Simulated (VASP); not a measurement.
# NaCuH2 (P-6m2) in VASP: further runs, part 3 of 3

VASP 6.6.1.

### 5 Single point, PBE

This run uses another cell than the first one, of 9.98 Å³/atom.

File INCAR:

```
SYSTEM = NaCuH2
  PREC = Accurate
  ENCUT = 520
  EDIFF = 1E-6
  ISMEAR = 0
  SIGMA = 0.1
  LREAL = .False.
  LASPH = .True.
  NELM = 60
  ALGO = Normal
  ISIF = 2
  LWAVE = .False.
  LCHARG = .True.
  GGA = PE
  LELF = .True.
  LVHAR = .True.
  NBANDS = 18
```

File KPOINTS:

```
regular mesh
0
Gamma
  18 18 8
  0 0 0
```

File POSCAR:

```
NaCuH2
1.0
    2.8615728465      0.0000000000      0.0000000000
   -1.4307864232      2.4781947798      0.0000000000
    0.0000000000      0.0000000000      5.6265455315
Na Cu H
1 1 2
Direct
    0.0000000000      0.0000000000      0.5000000000
    0.0000000000      0.0000000000      0.0000000000
    0.3333333333      0.6666666667      0.2106602780
    0.3333333333      0.6666666667      0.7893397220
```

Potentials or basis: VASP PAW PBE potentials, release 64 (Na_pv, Cu, H).

On the command line:

```sh
$ cat potpaw_PBE.64/Na_pv/POTCAR potpaw_PBE.64/Cu/POTCAR potpaw_PBE.64/H/POTCAR > POTCAR
$ mpirun -np 1 vasp_std > vasp.out
```

OUTCAR:

```text
SYSTEM = NaCuH2
   PREC = Accurate
   ENCUT = 520
   EDIFF = 1E-6
   ISMEAR = 0
   LREAL = .False.
   LASPH = .True.
   NELM = 60
   ISIF = 2
   GGA = PE

 ion  position               nearest neighbor table
   1  0.000  0.000  0.500-
   2  0.000  0.000  0.000-
   3  0.333  0.667  0.211-
   4  0.333  0.667  0.789-

  LATTYP: Found a hexagonal cell.
 ALAT       =     2.8615728465
 C/A-ratio  =     1.9662422847

  Lattice vectors:

 A1 = (   2.8615728465,   0.0000000000,   0.0000000000)
 A2 = (  -1.4307864232,   2.4781947798,   0.0000000000)
 A3 = (   0.0000000000,   0.0000000000,   5.6265455315)

Analysis of symmetry for initial positions (statically):
=====================================================================
 Subroutine PRICEL returns:
 Original cell was already a primitive cell.

 Routine SETGRP: Setting up the symmetry group for a
 hexagonal supercell.

 Subroutine GETGRP returns: Found 12 space group operations
 (whereof 12 operations were pure point group operations)
 out of a pool of 24 trial point group operations.

The static configuration has the point symmetry D_3h.

Analysis of symmetry for dynamics (positions and initial velocities):
=====================================================================
 Subroutine PRICEL returns:
 Original cell was already a primitive cell.

 Routine SETGRP: Setting up the symmetry group for a
 hexagonal supercell.

 Subroutine GETGRP returns: Found 12 space group operations
 (whereof 12 operations were pure point group operations)
 out of a pool of 24 trial point group operations.

The dynamic configuration has the point symmetry D_3h.

 Subroutine INISYM returns: Found 12 space group operations
 (whereof 12 operations are pure point group operations),
 and found     1 'primitive' translations

----------------------------------------------------------------------------------------

                                     Primitive cell

  volume of cell :      39.9008

  direct lattice vectors                    reciprocal lattice vectors
     2.861572847  0.000000000  0.000000000     0.349458166  0.201759766  0.000000000
    -1.430786423  2.478194780  0.000000000     0.000000000  0.403519533  0.000000000
     0.000000000  0.000000000  5.626545531     0.000000000  0.000000000  0.177728945

  length of vectors
     2.861572847  2.861572846  5.626545531     0.403519533  0.403519533  0.177728945

  position of ions in fractional coordinates (direct lattice)
     0.000000000  0.000000000  0.500000000
     0.000000000  0.000000000  0.000000000
     0.333333333  0.666666667  0.210660278
     0.333333333  0.666666667  0.789339722

  ion indices of the primitive-cell ions
   primitive index   ion index
                 1           1
                 2           2
                 3           3
                 4           4

----------------------------------------------------------------------------------------

 KPOINTS: regular mesh

Automatic generation of k-mesh.
 Grid dimensions read from file:
 generate k-points for:   18   18    8

 Generating k-lattice:

  Cartesian coordinates                     Fractional coordinates (reciprocal lattice)
     0.019414343  0.011208876  0.000000000     0.055555556 -0.000000000  0.000000000
     0.000000000  0.022417752  0.000000000     0.000000000  0.055555556  0.000000000
     0.000000000  0.000000000  0.022216118     0.000000000  0.000000000  0.125000000

  Length of vectors
     0.022417752  0.022417752  0.022216118

  Shift w.r.t. Gamma in fractional coordinates (k-lattice)
     0.000000000  0.000000000  0.000000000

 Subroutine IBZKPT returns following result:
 ===========================================

 Found    185 irreducible k-points:

 Following reciprocal coordinates:
            Coordinates               Weight
  0.000000  0.000000  0.000000      1.000000
  0.055556 -0.000000  0.000000      6.000000
  0.111111 -0.000000  0.000000      6.000000
  0.166667 -0.000000  0.000000      6.000000
  0.222222  0.000000  0.000000      6.000000
  0.277778 -0.000000  0.000000      6.000000
[... 16 lines left out ...]
  0.333333  0.111111  0.000000     12.000000
  0.388889  0.111111  0.000000     12.000000
 [... further k-points ...]
   k-points           NKPTS =    185   k-points in BZ     NKDIM =    185   number of bands    NBANDS=     18
   number of dos      NEDOS =    301   number of ions     NIONS =      4
   total plane-waves  NPLWV =  24192
   dimension x,y,z NGX =    24 NGY =   24 NGZ =   42
   dimension x,y,z NGXF=    48 NGYF=   48 NGZF=   84
   ions per type =               1   1   2
   NGX,Y,Z   is equivalent  to a cutoff of  13.94, 13.94, 12.41 a.u.
   NGXF,Y,Z  is equivalent  to a cutoff of  27.89, 27.89, 24.82 a.u.
 SYSTEM =  NaCuH2
   PREC   = accura    normal or accurate (medium, high low for compatibility)
   ISTART =      0    job   : 0-new  1-cont  2-samecut
   ICHARG =      2    charge: 1-file 2-atom 10-const
   ISPIN  =      1    spin polarized calculation?
   LNONCOLLINEAR =      F non collinear calculations
   LSORBIT =      F    spin-orbit coupling
   LASPH  =      T    aspherical Exc in radial PAW
   ENCUT  =  520.0 eV  38.22 Ry    6.18 a.u.   5.32  5.32 10.46*2*pi/ulx,y,z
   NELM   =     60;   NELMIN=  2; NELMDL= -5     # of ELM steps
   EDIFF  = 0.1E-05   stopping-criterion for ELM
   LREAL  =      F    real-space projection
   EDIFFG = 0.1E-04   stopping-criterion for IOM
   NSW    =      0    number of steps for IOM
   IBRION =     -1    ionic relax: 0-MD 1-quasi-New 2-CG
   NFREE  =      0    steps in history (QN), initial steepest desc. (CG)
   ISIF   =      2    stress and relaxation
   ISYM   =      2    0-nonsym 1-usesym 2-fastsym
   POTIM  = 0.5000    time-step for ionic-motion
   TEBEG  =    0.0;   TEEND  =   0.0 temperature during run
   PSTRESS=    0.0 pullay stress
   NELECT =      20.0000    total number of electrons
   NUPDOWN=      -1.0000    fix difference up-down
   EMIN   =  10.00;   EMAX   =-10.00  energy-range for DOS
   EFERMI =   0.00;   METHOD = LEGACY
   ISMEAR =     0;   SIGMA  =   0.10  broadening in eV -4-tet -1-fermi 0-gaus
   EFERMI_NEDOS =   21; number of points for ismear=-14 and -15
   IALGO  =     38    algorithm
   IMIX   =      4    mixing-type and parameters
     AMIX     =   0.40;   BMIX     =  1.00
     AMIX_MAG =   1.60;   BMIX_MAG =  1.00
  volume/ion in A,a.u.               =       9.98        67.32
  Fermi-wavevector in a.u.,A,eV,Ry     =   1.300441  2.457478 23.009465  1.691148
  Thomas-Fermi vector in A             =   2.431640
   LORBIT       =      0    0 simple, 1 ext, 2 COOP (PROOUT), +10 PAW based schemes
   GGA     = PE    functional components
   LHFCALC =     F    Hartree Fock is set to
   AEXX    =    0.0000 exact exchange contribution
   IVDW    =     0    specifies the selected vdW correction
   LEPSILON=     F    determine dielectric tensor
   LRPA    =     F    only Hartree local field effects (RPA)
 non-spin polarized calculation
 Gauss-broadening in eV      SIGMA  =   0.10
  energy-cutoff  :      520.00
  volume of cell :       39.90
 maximum number of plane-waves:      1089
 NGX is ok and might be reduce to    24
   NGX = 11   NGY = 11   NGZ = 21

 number of electron      20.0000004 magnetization

 Free energy of the ion-electron system (eV)
  ---------------------------------------------------
  ext. energy  EPLUGINS =         0.00000000
  ---------------------------------------------------
  free energy    TOTEN  =       -10.60350926 eV

  energy without entropy =      -10.60167811  energy(sigma->0) =      -10.60259368

 E-fermi :   3.9905     XC(G=0):  -9.8816

 val. band max:        3.9502102126   @ k =   0.1111   0.0556   0.0000
 cond. band min:       4.0046893404   @ k =   0.0556   0.0556   0.1250
 fundamental gap:      0.0544791278
 Fermi energy:         3.9905424145

 k-point     1 :       0.0000    0.0000    0.0000
  band No.  band energies     occupation
      1     -21.1762      2.00000
      2     -21.1299      2.00000
      3     -21.1299      2.00000
      4      -5.3034      2.00000
      5      -1.5615      2.00000
      6       0.1941      2.00000
[... 10 lines left out ...]
     17      19.6053      0.00000
     18      20.7411      0.00000
[... 463 lines left out ...]
 k-point    24 :       0.3889    0.1111    0.0000
  band No.  band energies     occupation
      1     -21.4378      2.00000
      2     -21.2229      2.00000
      3     -21.1113      2.00000
      4      -1.7724      2.00000
      5      -0.6694      2.00000
      6       0.6365      2.00000
[... 10 lines left out ...]
     17      16.8783      0.00000
     18      18.0922      0.00000

 [... further k-points ...]
[... 5 lines left out ...]
  --------------------------------------------------------------------------------------
  -------------------------------------------------------------------------------------
  Total        0.0638572      0.0638572      0.0255437      0.0000000     -0.0000000     -0.0000000
  in kB        2.5641206      2.5641206      1.0256790      0.0000000     -0.0000000     -0.0000000
  external PRESSURE =       2.0513068 kB  Pullay stress =       0.0000000 kB

 VOLUME and BASIS-vectors are now :
 -----------------------------------------------------------------------------
  energy-cutoff  :      520.00
  volume of cell :       39.90
      direct lattice vectors                 reciprocal lattice vectors
     2.861572847  0.000000000  0.000000000     0.349458166  0.201759766  0.000000000
    -1.430786423  2.478194780  0.000000000     0.000000000  0.403519533  0.000000000
     0.000000000  0.000000000  5.626545531     0.000000000  0.000000000  0.177728945

 POSITION                                       TOTAL-FORCE (eV/Angst)
 -----------------------------------------------------------------------------------
      0.00000      0.00000      2.81327        -0.000000      0.000000      0.000000
      0.00000      0.00000      0.00000         0.000000      0.000000      0.000000
     -0.00000      1.65213      1.18529        -0.000000     -0.000000      0.004244
     -0.00000      1.65213      4.44126        -0.000000      0.000000     -0.004244
 -----------------------------------------------------------------------------------
    total drift:                               -0.000000      0.000000      0.000000

  FREE ENERGIE OF THE ION-ELECTRON SYSTEM (eV)
  ---------------------------------------------------
  free  energy   TOTEN  =       -10.6035092630 eV

  energy  without entropy=      -10.6016781064  energy(sigma->0) =      -10.60259368
```

OSZICAR:

```text
N       E                     dE             d eps       ncg     rms          rms(c)
DAV:   1     0.128908050978E+03    0.12891E+03   -0.10029E+04  6692   0.150E+03
DAV:   2    -0.511188909950E+01   -0.13402E+03   -0.12645E+03  6690   0.298E+02
DAV:   3    -0.122491746943E+02   -0.71373E+01   -0.70011E+01  8186   0.815E+01
DAV:   4    -0.123602689742E+02   -0.11109E+00   -0.11099E+00  8108   0.983E+00
DAV:   5    -0.123627542444E+02   -0.24853E-02   -0.24851E-02  8462   0.153E+00    0.962E+00
DAV:   6    -0.123549030818E+02    0.78512E-02   -0.18590E+01  7582   0.903E+01    0.836E+00
DAV:   7    -0.107047882024E+02    0.16501E+01   -0.45889E+00  8106   0.528E+01    0.193E+00
DAV:   8    -0.106568085474E+02    0.47980E-01   -0.92066E-01  8864   0.170E+01    0.182E+00
DAV:   9    -0.106033700707E+02    0.53438E-01   -0.23954E-01  8098   0.110E+01    0.270E-01
DAV:  10    -0.106037135542E+02   -0.34348E-03   -0.11174E-02  9974   0.114E+00    0.126E-01
DAV:  11    -0.106034987582E+02    0.21480E-03   -0.92193E-04  9626   0.708E-01    0.148E-02
DAV:  12    -0.106035091729E+02   -0.10415E-04   -0.12406E-04  9876   0.133E-01    0.529E-03
DAV:  13    -0.106035092630E+02   -0.90042E-07   -0.22503E-06  7428   0.123E-02
   1 F= -.10603509E+02 E0= -.10602594E+02  d E =-.183116E-02
```

stdout:

```text
POSCAR found type information on POSCAR NaCuH
 POSCAR found :  3 types and       4 ions
 scaLAPACK will be used
 LDA part: xc-table for (Slater+PW92), standard interpolation
 POSCAR, INCAR and KPOINTS ok, starting setup
 FFT: planning ... GRIDC
 FFT: planning ... GRID_SOFT
 FFT: planning ... GRID
 WAVECAR not read
 entering main loop
```

Wall time 3 min (1 thread of AMD EPYC 7R13, shared host); peak memory 0.23 GiB.

Results:

```
Free energy            : -10.6035 eV
Pressure               : 0.2 GPa
Largest force          : 0.004 eV/Å
Band gap on the k mesh : zero (bands 10 and 11 overlap by 0.68 eV)
```

Forces in eV/Å, atoms in the order of the input:
```
Na   0.000  0.000  0.000
Cu   0.000  0.000  0.000
H    0.000  0.000  0.004
H    0.000  0.000 -0.004
```

### 6 Relaxation of cell and atoms, PBE

File INCAR:

```
SYSTEM = NaCuH2
PREC = Accurate
ENCUT = 600
EDIFF = 1E-6
ISMEAR = 0
SIGMA = 0.1
LREAL = .FALSE.
LASPH = .TRUE.
NELM = 60
ALGO = Normal
ISIF = 3
LWAVE = .FALSE.
LCHARG = .FALSE.
GGA = PE
IBRION = 2
NSW = 100
EDIFFG = -0.01
```

File KPOINTS:

```
Automatic mesh
0
G
  18 18 8
  0 0 0
```

File POSCAR:

```
NaCuH2
1.0
    2.8621972657      0.0000000000      0.0000000000
   -1.4310986328      2.4787355427      0.0000000000
    0.0000000000      0.0000000000      5.6103326625
Na Cu H
1 1 2
Direct
    0.0000000000      0.0000000000      0.5000000000
    0.0000000000      0.0000000000      0.0000000000
    0.3333333333      0.6666666667      0.2113371821
    0.3333333333      0.6666666667      0.7886628179
```

Potentials or basis: VASP PAW PBE potentials, release 64 (Na_pv, Cu, H).

On the command line:

```sh
$ cat potpaw_PBE.64/Na_pv/POTCAR potpaw_PBE.64/Cu/POTCAR potpaw_PBE.64/H/POTCAR > POTCAR
$ mpirun -np 1 vasp_std > vasp.out
```

OUTCAR:

```text
SYSTEM = NaCuH2
   PREC = Accurate
   ENCUT = 600
   EDIFF = 1E-6
   ISMEAR = 0
   LREAL = .FALSE.
   LASPH = .TRUE.
   NELM = 60
   ISIF = 3
   GGA = PE
   IBRION = 2
   NSW = 100
   EDIFFG = -0.01

 ion  position               nearest neighbor table
   1  0.000  0.000  0.500-
   2  0.000  0.000  0.000-
   3  0.333  0.667  0.211-
   4  0.333  0.667  0.789-

  LATTYP: Found a hexagonal cell.
 ALAT       =     2.8621972657
 C/A-ratio  =     1.9601488443

  Lattice vectors:

 A1 = (   2.8621972657,   0.0000000000,   0.0000000000)
 A2 = (  -1.4310986328,   2.4787355427,   0.0000000000)
 A3 = (   0.0000000000,   0.0000000000,   5.6103326625)

[... 265 lines left out ...]

 E-fermi :   3.9717     XC(G=0):  -9.8712

 val. band max:        3.9418782722   @ k =   0.1111   0.0556   0.0000
 cond. band min:       3.9983276657   @ k =   0.0556   0.0556   0.1250
 fundamental gap:      0.0564493935
 Fermi energy:         3.9716936390

 k-point     1 :       0.0000    0.0000    0.0000
  band No.  band energies     occupation
      1     -21.1855      2.00000
      2     -21.1400      2.00000
      3     -21.1400      2.00000
      4      -5.2994      2.00000
      5      -1.5635      2.00000
      6       0.1879      2.00000
      7       0.9188      2.00000
      8       0.9188      2.00000
      9       1.4258      2.00000
     10       1.4258      2.00000
     11       3.5537      2.00000
     12      12.4281      0.00000
     13      15.0119      0.00000
     14      17.3065      0.00000
[... 377 lines left out ...]
      1     -21.4445      2.00000
      2     -21.2320      2.00000
      3     -21.1213      2.00000
      4      -1.7756      2.00000
      5      -0.6736      2.00000
      6       0.6271      2.00000
      7       1.0932      2.00000
      8       1.1562      2.00000
      9       1.8211      2.00000
     10       3.5297      2.00000
     11       4.7562      0.00000
     12       7.5158      0.00000
     13       8.5036      0.00000
     14      10.0578      0.00000

 [... further k-points ...]
[... 5 lines left out ...]
  --------------------------------------------------------------------------------------
  -------------------------------------------------------------------------------------
  Total        0.0018592      0.0018592     -0.0005028      0.0000000     -0.0000000      0.0000000
  in kB        0.0744859      0.0744859     -0.0201441      0.0000000     -0.0000000      0.0000000
  external PRESSURE =       0.0429426 kB  Pullay stress =       0.0000000 kB
[... 19 lines left out ...]
  FREE ENERGIE OF THE ION-ELECTRON SYSTEM (eV)
  ---------------------------------------------------
  free  energy   TOTEN  =       -10.6041047713 eV

  energy  without entropy=      -10.6022943689  energy(sigma->0) =      -10.60319957

 reached required accuracy - stopping structural energy minimisation
```

CONTCAR:

```text
NaCuH2
   1.00000000000000
     2.8655434725628943    0.0000000000000675   -0.0000000000000000
    -1.4327717362313304    2.4816334428494153    0.0000000000000000
    -0.0000000000000000    0.0000000000000000    5.6237676315531226
  Na              Cu              H
     1     1     2
Direct
     0.0000000000000000    0.0000000000000000    0.5000000000000000
     0.0000000000000000    0.0000000000000000    1.0000000000000000
     0.3333333332999970    0.6666666667000030    0.2112527318703151
     0.3333333332999970    0.6666666667000030    0.7887472681296850

  0.00000000E+00  0.00000000E+00  0.00000000E+00
  0.00000000E+00  0.00000000E+00  0.00000000E+00
  0.00000000E+00  0.00000000E+00  0.00000000E+00
  0.00000000E+00  0.00000000E+00  0.00000000E+00
```

Wall time 5.2 min (1 thread of AMD EPYC 7R13, shared host); peak memory 0.26 GiB.

Results:

| Property | Result |
| --- | --- |
| Free energy | -10.6041 eV |
| Relaxed volume | 10.00 Å³/atom |
| Relaxed cell | a = 2.866 Å, b = 2.866 Å, c = 5.624 Å, α = 90.00°, β = 90.00°, γ = 120.00° |
| Space group after relaxing (to 0.1 Å) | P-6m2 (No. 187) |
| Energy gained by relaxing | 0.0 meV/atom |
| Ionic steps | 3 |
| Pressure after relaxing | 0.0 GPa |
| Largest force after relaxing | 0.008 eV/Å |
| Band gap on the k mesh | zero (bands 10 and 11 overlap by 0.66 eV) |

Forces in eV/Å, atoms in the order of the input:
```
Na   0.000  0.000  0.000
Cu   0.000  0.000  0.000
H    0.000  0.000 -0.008
H    0.000  0.000  0.008
```

The path:
| step | energy change (eV) | largest force (eV/Å) | pressure (GPa) | volume (Å³) |
| --- | --- | --- | --- | --- |
| 1 | 0.0000 | 0.0054 | 0.29 | 39.80 |
| 2 | -0.0001 | 0.0069 | 0.13 | 39.91 |
| 3 | -0.0002 | 0.0080 | 0.00 | 39.99 |

Final structure:
```
Na Cu H
1.0
     2.86554    0.00000    0.00000
    -1.43277    2.48163    0.00000
     0.00000    0.00000    5.62377
Na Cu H
1 1 2
Cartesian
  0.0000 0.0000 2.8119
  0.0000 0.0000 5.6238
  0.0000 1.6544 1.1880
  0.0000 1.6544 4.4357
```

Levels at points of the mesh, in eV from the Fermi level:
```tsv
k point	band 6	band 7	band 8	band 9	band 10	band 11	band 12	band 13	band 14
(0.00, 0.00, 0.00)	-3.78	-3.05	-3.05	-2.55	-2.55	-0.42	8.46	11.04	13.33
(0.50, 0.00, 0.00)	-3.30	-2.84	-2.71	-2.26	-0.43	0.28	3.78	4.04	6.02
(0.00, 0.00, 0.50)	-3.47	-3.05	-3.05	-2.54	-2.54	2.39	3.98	11.27	12.53
(0.50, 0.00, 0.50)	-3.20	-2.75	-2.71	-2.26	-1.08	0.72	2.12	6.94	7.57
```

### 7 Summary

| task | cell | k mesh | cutoff (eV) | gap on the mesh (eV) | pressure (GPa) | relaxed volume (Å³/atom) | largest force (eV/Å) |
| --- | --- | --- | --- | --- | --- | --- | --- |
| single point | a = 2.862, b = 2.862, c = 5.610 Å, angles 90.0, 90.0, 120.0°, 4 atoms, atomic positions A | 6 × 6 × 4 | 520 | none | 0.3 | - | 0.01 |
| single point | a = 3.268, b = 3.268, c = 6.404 Å, angles 90.0, 90.0, 120.0°, 4 atoms, atomic positions B | 6 × 6 × 4 | 520 | none | -8.8 | - | 0.52 |
| relaxation of cell and atoms | relaxed from a = 3.268, b = 3.268, c = 6.404 Å, angles 90.0, 90.0, 120.0°, 4 atoms, atomic positions B | 6 × 6 × 4 | 600 | none | -0.1 | 10.01 | 0.03 |
| single point | a = 2.862, b = 2.862, c = 5.627 Å, angles 90.0, 90.0, 120.0°, 4 atoms, atomic positions C | 18 × 18 × 8 | 520 | none | 0.2 | - | - |
| relaxation of cell and atoms | relaxed from a = 2.862, b = 2.862, c = 5.610 Å, angles 90.0, 90.0, 120.0°, 4 atoms, atomic positions A | 18 × 18 × 8 | 600 | none | 0.0 | 10.00 | 0.01 |

Alike in all rows: level PBE; potentials or basis VASP PAW PBE potentials, release 64 (Na_pv, Cu, H); no spin polarisation; smearing gaussian 0.1 eV.

Caveats: some runs use coarse meshes; the volume moved by over 15 % at a fixed basis, so the end points are rough (at least some runs).

Total energies depend on the potentials used, so only differences within one code and one set of settings carry meaning.

The gap in the log of VASP goes by the Fermi energy; the results here count the filled bands.